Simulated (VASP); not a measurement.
Wanted: the native input for a VASP 6.6.1 run.

```
Task                   : electric field gradients
Functional             : PBEsol
Potentials or basis    : VASP PAW PBE potentials, release 64 (Au)
Cutoff                 : 520 eV
k mesh                 : 14 × 14 × 8
Occupations            : fermi-dirac, width 0.03 eV
Spin                   : no spin polarisation
Dipole correction      : no
Further INCAR settings : ALGO = Normal; EDIFF = 1e-08; NBANDS = 18
```

The structure of Au lies in POSCAR:

```
Au
1.0
    2.8413017565      0.0000000000      0.0000000000
   -1.4206508782      2.4606395010      0.0000000000
    0.0000000000      0.0000000000      4.7812276454
Au
2
Direct
    0.3333333333      0.6666666667      0.7500000000
    0.6666666667      0.3333333333      0.2500000000
```

This cell differs from its parent crystal: volume scaled by 0.9405.

These files were run (other wordings do the same):

INCAR

```
  PREC = Accurate
  ENCUT = 520
  EDIFF = 1E-8
  ISMEAR = -1
  SIGMA = 0.03
  LREAL = F
  LASPH = T
  NELM = 60
  ALGO = Normal
  ISIF = 2
  LWAVE = F
  LCHARG = F
  GGA = PS
  LEFG = T
  NBANDS = 18
```

KPOINTS

```
regular mesh
0
Gamma
  14 14 8
```

Potentials or basis: VASP PAW PBE potentials, release 64 (Au).

Run with:

```console
$ cat potpaw_PBE.64/Au/POTCAR > POTCAR
$ mpirun -np 1 vasp_std > vasp.out
```

Results of the run:

The pressure is 3.1 GPa. The band gap on the k mesh is zero (band 11 reaches 13.57 eV, above the bottom of band 12 at 6.92 eV).

Caveat: without QUAD_EFG the Cq values of the log hold for a quadrupole moment of 1 mb, not for the nuclei; the PAW data sets were made with another functional, which shifts forces and pressure a little; spin-orbit coupling is left out, which moves the levels of the heavy elements.

Run time: 26 s on 1 thread of Intel(R) Xeon(R) Platinum 8488C (Sapphire Rapids), with other jobs on the host, peak memory 0.19 GiB.
